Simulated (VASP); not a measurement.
Input of a VASP 6.6.1 run:

The input INCAR:

```
SYSTEM = GaAs
PREC = Accurate
ENCUT = 520
EDIFF = 1E-6
ISMEAR = 0
SIGMA = 0.01
LREAL = .False.
LASPH = .True.
NELM = 60
ALGO = Normal
ISIF = 2
LWAVE = .False.
LCHARG = .False.
GGA = PE
NBANDS = 16
```

File KPOINTS:

```
Automatic mesh
0
Gamma
  6 6 6
  0 0 0
```

File POSCAR:

```
GaAs
1.0
    0.0000000000      2.9006943704      2.9006943704
    2.9006943704      0.0000000000      2.9006943704
    2.9006943704      2.9006943704      0.0000000000
Ga As
1 1
Direct
    0.0000000000      0.0000000000      0.0000000000
    0.2500000000      0.2500000000      0.2500000000
```

Potentials or basis: VASP PAW PBE potentials, release 64 (Ga_d, As).

Command:

```bash
$ cat potpaw_PBE.64/Ga_d/POTCAR potpaw_PBE.64/As/POTCAR > POTCAR
$ mpirun -np 1 vasp_std > vasp.out
```

**Question.** Predict the pressure.

**Answer.** -1.4 GPa.

**Question.** Estimate the band gap on the k mesh.

**Answer.** Zero (filled and empty bands touch).
